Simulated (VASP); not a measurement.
# MnO2 (P6_3/mmc) in VASP: settings compared

Aim: see how the results for MnO2 move with the level of theory and the settings. Levels: PBEsol, LDA. Tasks: single point.

Everything below comes from runs of VASP 6.6.1. Logs are shortened: lines on timing, memory, paths and dates and some standing lists are left out, and cuts for length are marked.

## (1) The cell of the first run

Symmetry: P6_3/mmc, No. 194, hexagonal system. Conventional cell: a = 2.840 Å, b = 2.840 Å, c = 11.143 Å, α = 90.00°, β = 90.00°, γ = 120.00°. Mn (site symmetry -3m) has 6 O at 1.89 Å within 2.5 Å. Within 2.6 Å of O (site symmetry 3m) lie 3 Mn at 1.89 Å and 3 O at 2.51 Å.

## (2) Single point, PBEsol, collinear spin, ferromagnetic start

INCAR reads:

```
PREC = Accurate
ENCUT = 520
EDIFF = 1E-7
ISMEAR = -1
SIGMA = 0.05
LREAL = False
LASPH = True
NELM = 150
ALGO = Normal
ISIF = 2
LWAVE = False
LCHARG = False
ISPIN = 2
MAGMOM = 4 4 0 0 0 0
LORBIT = 11
LMAXMIX = 4
GGA = PS
NBANDS = 38
```

KPOINTS reads:

```
regular mesh
0
Gamma
  11 11 3
```

POSCAR reads:

```
MnO2
1.0
    2.8398596622      0.0000000000      0.0000000000
   -1.4199298311      2.4593906106      0.0000000000
    0.0000000000      0.0000000000     11.1425538587
Mn O
2 4
Direct
    0.0000000000      0.0000000000      0.5000000000
    0.0000000000      0.0000000000      0.0000000000
    0.6666666667      0.3333333333      0.4147376055
    0.6666666667      0.3333333333      0.0852623945
    0.3333333333      0.6666666667      0.5852623945
    0.3333333333      0.6666666667      0.9147376055
```

Potentials or basis: VASP PAW PBE potentials, release 64 (Mn_pv, O).

Command:

```console
cat potpaw_PBE.64/Mn_pv/POTCAR potpaw_PBE.64/O/POTCAR > POTCAR
mpirun -np 1 vasp_std > vasp.out
```

OUTCAR:

```text
PREC = Accurate
   ENCUT = 520
   EDIFF = 1E-7
   ISMEAR = -1
   LREAL = False
   LASPH = True
   NELM = 150
   ISIF = 2
   ISPIN = 2
   LORBIT = 11
   GGA = PS

 ion  position               nearest neighbor table
   1  0.000  0.000  0.500-   3 1.89   5 1.89   5 1.89   3 1.89   3 1.89   5 1.89
   2  0.000  0.000  0.000-   4 1.89   6 1.89   6 1.89   4 1.89   4 1.89   6 1.89
   3  0.667  0.333  0.415-   1 1.89   1 1.89   1 1.89
   4  0.667  0.333  0.085-   2 1.89   2 1.89   2 1.89
   5  0.333  0.667  0.585-   1 1.89   1 1.89   1 1.89
   6  0.333  0.667  0.915-   2 1.89   2 1.89   2 1.89

  LATTYP: Found a hexagonal cell.
 ALAT       =     2.8398596622
 C/A-ratio  =     3.9236283423

  Lattice vectors:

 A1 = (   2.8398596622,   0.0000000000,   0.0000000000)
 A2 = (  -1.4199298311,   2.4593906106,   0.0000000000)
 A3 = (   0.0000000000,   0.0000000000,  11.1425538587)

Analysis of symmetry for initial positions (statically):
=====================================================================
 Subroutine PRICEL returns:
 Original cell was already a primitive cell.

 Routine SETGRP: Setting up the symmetry group for a
 hexagonal supercell.

 Subroutine GETGRP returns: Found 24 space group operations
 (whereof 12 operations were pure point group operations)
 out of a pool of 24 trial point group operations.

The static configuration has the point symmetry D_3d.
 The point group associated with its full space group is D_6h.

Analysis of symmetry for dynamics (positions and initial velocities):
=====================================================================
 Subroutine PRICEL returns:
 Original cell was already a primitive cell.

 Routine SETGRP: Setting up the symmetry group for a
 hexagonal supercell.

 Subroutine GETGRP returns: Found 24 space group operations
 (whereof 12 operations were pure point group operations)
 out of a pool of 24 trial point group operations.

The dynamic configuration has the point symmetry D_3d.
 The point group associated with its full space group is D_6h.

Analysis of structural, dynamic, and magnetic symmetry:
=====================================================================
 Subroutine PRICEL returns:
 Original cell was already a primitive cell.

 Routine SETGRP: Setting up the symmetry group for a
 hexagonal supercell.

 Subroutine GETGRP returns: Found 24 space group operations
 (whereof 12 operations were pure point group operations)
 out of a pool of 24 trial point group operations.

[... 141 lines left out ...]
  energy-cutoff  :      520.00
  volume of cell :       77.82
 maximum number of plane-waves:      2121
 NGX is ok and might be reduce to    24
   NGX = 11   NGY = 11   NGZ = 41

 number of electron      50.0000005 magnetization       6.0000067

 Free energy of the ion-electron system (eV)
  ---------------------------------------------------
  ext. energy  EPLUGINS =         0.00000000
  ---------------------------------------------------
  free energy    TOTEN  =       -50.11811925 eV

  energy without entropy =      -50.11809738  energy(sigma->0) =      -50.11810831

 E-fermi :   1.7634     XC(G=0):  -9.5850

 val. band max:        1.3498709947   @ k =   0.0909   0.0000   0.0000
 cond. band min:       2.1344340351   @ k =   0.0000   0.0000   0.0000
 fundamental gap:      0.7845630405
 Fermi energy:         1.7633726250

 spin component 1

 k-point     1 :       0.0000    0.0000    0.0000
  band No.  band energies     occupation
      1     -48.7517      1.00000
      2     -48.7517      1.00000
      3     -48.7517      1.00000
      4     -48.7517      1.00000
      5     -48.7407      1.00000
      6     -48.7406      1.00000
[... 949 lines left out ...]
     36      13.1583      0.00000
     37      14.6879      0.00000

 [... further k-points ...]

 spin component 2

 k-point     1 :       0.0000    0.0000    0.0000
  band No.  band energies     occupation
      1     -45.7302      1.00000
      2     -45.7302      1.00000
      3     -45.7302      1.00000
      4     -45.7302      1.00000
      5     -45.5758      1.00000
      6     -45.5757      1.00000
[... 949 lines left out ...]
     36      13.6018      0.00000
     37      15.1986      0.00000

 [... further k-points ...]

 [bands above 37 left out]

------------------------ aborting loop because EDIFF is reached ----------------------------------------

  FORCE on cell =-STRESS in cart. coord.  units (eV):
  Direction    XX          YY          ZZ          XY          YZ          ZX
  --------------------------------------------------------------------------------------
  -------------------------------------------------------------------------------------
  Total        0.4730189      0.4730189      0.2530642      0.0000000      0.0000000      0.0000000
  in kB        9.7382274      9.7382274      5.2099331      0.0000000      0.0000000      0.0000000
  external PRESSURE =       8.2287960 kB  Pullay stress =       0.0000000 kB

 VOLUME and BASIS-vectors are now :
 -----------------------------------------------------------------------------
  energy-cutoff  :      520.00
  volume of cell :       77.82
      direct lattice vectors                 reciprocal lattice vectors
     2.839859662  0.000000000  0.000000000     0.352130076  0.203302394  0.000000000
    -1.419929831  2.459390611  0.000000000     0.000000000  0.406604789  0.000000000
     0.000000000  0.000000000 11.142553859     0.000000000  0.000000000  0.089746032

 POSITION                                       TOTAL-FORCE (eV/Angst)
 -----------------------------------------------------------------------------------
      0.00000      0.00000      5.57128         0.000000      0.000000      0.000000
      0.00000      0.00000      0.00000         0.000000      0.000000      0.000000
      1.41993      0.81980      4.62124         0.000000     -0.000000     -0.085443
      1.41993      0.81980      0.95004        -0.000000     -0.000000      0.085443
     -0.00000      1.63959      6.52132        -0.000000      0.000000      0.085443
     -0.00000      1.63959     10.19251         0.000000      0.000000     -0.085443
 -----------------------------------------------------------------------------------
    total drift:                               -0.000000      0.000000      0.000000

  FREE ENERGIE OF THE ION-ELECTRON SYSTEM (eV)
  ---------------------------------------------------
  free  energy   TOTEN  =       -50.1181192466 eV

  energy  without entropy=      -50.1180973792  energy(sigma->0) =      -50.11810831

 total charge

# of ion       s       p       d       tot
------------------------------------------
    1        0.366   6.489   4.951  11.806
    2        0.366   6.489   4.951  11.806
    3        1.577   3.405   0.000   4.982
    4        1.577   3.405   0.000   4.982
    5        1.577   3.405   0.000   4.982
    6        1.577   3.405   0.000   4.982
--------------------------------------------------
tot          7.041  26.597   9.902  43.540

 magnetization (x)

# of ion       s       p       d       tot
------------------------------------------
    1        0.030   0.040   2.752   2.822
    2        0.030   0.040   2.752   2.822
    3        0.004   0.044   0.000   0.048
    4        0.004   0.044   0.000   0.048
    5        0.004   0.044   0.000   0.048
    6        0.004   0.044   0.000   0.048
--------------------------------------------------
tot          0.075   0.258   5.503   5.836
```

OSZICAR:

```text
N       E                     dE             d eps       ncg     rms          rms(c)
DAV:   1     0.605951726597E+03    0.60595E+03   -0.27950E+04  4968   0.148E+03
DAV:   2    -0.475008548702E+01   -0.61070E+03   -0.56040E+03  5172   0.439E+02
DAV:   3    -0.633034959519E+02   -0.58553E+02   -0.57608E+02  5476   0.149E+02
[... 10 lines left out ...]
DAV:  14    -0.501181167614E+02   -0.72986E-04   -0.73292E-04  5350   0.203E-01    0.656E-02
DAV:  15    -0.501181176073E+02   -0.84589E-06   -0.68407E-05  5140   0.716E-02    0.235E-02
DAV:  16    -0.501181191481E+02   -0.15408E-05   -0.14738E-05  5170   0.288E-02    0.202E-02
DAV:  17    -0.501181191812E+02   -0.33037E-07   -0.12793E-05  5200   0.439E-02    0.441E-03
DAV:  18    -0.501181192938E+02   -0.11263E-06   -0.66631E-07  4758   0.502E-03    0.317E-03
DAV:  19    -0.501181192466E+02    0.47168E-07   -0.12032E-07  3548   0.434E-03
   1 F= -.50118119E+02 E0= -.50118108E+02  d E =-.218674E-04  mag=     5.9999
```

stdout:

```text
POSCAR found type information on POSCAR MnO
 POSCAR found :  2 types and       6 ions
 scaLAPACK will be used
 -----------------------------------------------------------------------------
|                                                                             |
|                                                                             |
|     You enforced a specific xc type in the INCAR file but a different       |
|     I HOPE YOU KNOW WHAT YOU ARE DOING!                                     |
|                                                                             |
 -----------------------------------------------------------------------------

 LDA part: xc-table for (Slater+PW92), standard interpolation
 POSCAR, INCAR and KPOINTS ok, starting setup
 FFT: planning ... GRIDC
 FFT: planning ... GRID_SOFT
 FFT: planning ... GRID
 WAVECAR not read
 entering main loop
```

Wall time 96 s (1 thread of Intel Xeon 6975P-C (Granite Rapids), shared host); peak memory 0.31 GiB.

Results:

* Free energy: -50.1181 eV
* Pressure: 0.8 GPa
* Largest force: 0.085 eV/Å
* Band gap on the k mesh: 0.78 eV (least direct gap 0.82 eV)
* Net moment: 6.00 μB per cell
* Site moments: Mn +2.82; O +0.05 μB
* Valence electrons inside the program's atomic spheres: Mn 11.81; O 4.98

Forces on the atoms (eV/Å):
```
Mn   0.000  0.000  0.000
Mn   0.000  0.000  0.000
O    0.000  0.000 -0.085
O    0.000  0.000  0.085
O    0.000  0.000  0.085
O    0.000  0.000 -0.085
```

Stress tensor (GPa, compression positive):
```
0.97 0.00 0.00
0.00 0.97 0.00
0.00 0.00 0.52
```

Levels at points of the mesh, in eV from the valence-band top:
Spin up:
```tsv
k point	band 24	band 25	band 26	band 27	band 28	band 29	band 30	band 31	band 32	band 33
(0.00, 0.00, 0.00)	-1.41	-1.40	-1.40	-0.17	-0.04	2.99	2.99	2.99	2.99	6.70
```
Spin down:
```tsv
k point	band 19	band 20	band 21	band 22	band 23	band 24	band 25	band 26
(0.00, 0.00, 0.00)	-1.31	-1.31	-1.31	-1.31	0.78	0.78	0.78	0.78
```

Caveat: the PAW data sets were made with another functional, which shifts forces and pressure a little; an odd mesh through Γ misses points on the zone boundary, where band edges can lie; only a ferromagnetic start was run, and an antiferromagnetic order may lie lower in energy.

## (3) Single point, LDA, collinear spin, ferromagnetic start

This run uses another cell than the first one, of 11.04 Å³/atom.

INCAR, as its differences from that of step 2:

```diff
@@ -2,3 +2,3 @@
 ENCUT = 520
-EDIFF = 1E-7
+EDIFF = 1E-6
 ISMEAR = -1
@@ -16,3 +16,2 @@
 LMAXMIX = 4
-GGA = PS
 NBANDS = 38
```

KPOINTS is that of step 2.

POSCAR reads:

```
MnO2
1.0
    2.8112087401      0.0000000000      0.0000000000
   -1.4056043700      2.4345781843      0.0000000000
    0.0000000000      0.0000000000      9.6803262014
Mn O
2 4
Direct
    0.0000000000      0.0000000000      0.5000000000
    0.0000000000      0.0000000000      0.0000000000
    0.6666666667      0.3333333333      0.4028305714
    0.6666666667      0.3333333333      0.0971694286
    0.3333333333      0.6666666667      0.5971694286
    0.3333333333      0.6666666667      0.9028305714
```

Potentials or basis: VASP PAW LDA potentials, release 64 (Mn_pv, O).

Command:

```console
cat potpaw_LDA.64/Mn_pv/POTCAR potpaw_LDA.64/O/POTCAR > POTCAR
mpirun -np 1 vasp_std > vasp.out
```

Wall time 94 s (1 thread of Intel Xeon Platinum 8488C (Sapphire Rapids), shared host); peak memory 0.24 GiB.

The run converged. Its results:

| Quantity | Value |
| --- | --- |
| Free energy | -52.2397 eV |
| Pressure | 1.0 GPa |
| Largest force | 0.112 eV/Å |
| Band gap on the k mesh | 0.17 eV (least direct gap 0.19 eV) |
| Net moment | 5.99 μB per cell |
| Site moments | Mn +2.74; O +0.08 μB |
| Valence electrons inside the program's atomic spheres | Mn 11.89; O 4.99 |

Forces in eV/Å, atoms in the order of the input:
```
Mn   0.000  0.000  0.000
Mn   0.000  0.000  0.000
O    0.000  0.000 -0.112
O    0.000  0.000  0.112
O    0.000  0.000  0.112
O    0.000  0.000 -0.112
```

Stress tensor (GPa, compression positive):
```
1.25 0.00 0.00
0.00 1.25 0.00
0.00 0.00 0.55
```

Levels at points of the mesh, in eV from the valence-band top:
Spin up:
```csv
k point,band 25,band 26,band 27,band 28,band 29,band 30,band 31,band 32
"(0.00, 0.00, 0.00)",-1.83,-1.80,-0.38,-0.02,2.76,2.76,2.80,2.80
```
Spin down:
```tsv
k point	band 20	band 21	band 22	band 23	band 24	band 25
(0.00, 0.00, 0.00)	-1.65	-1.65	-1.56	0.17	0.17	0.17
```

Caveat: an odd mesh through Γ misses points on the zone boundary, where band edges can lie; only a ferromagnetic start was run, and an antiferromagnetic order may lie lower in energy.
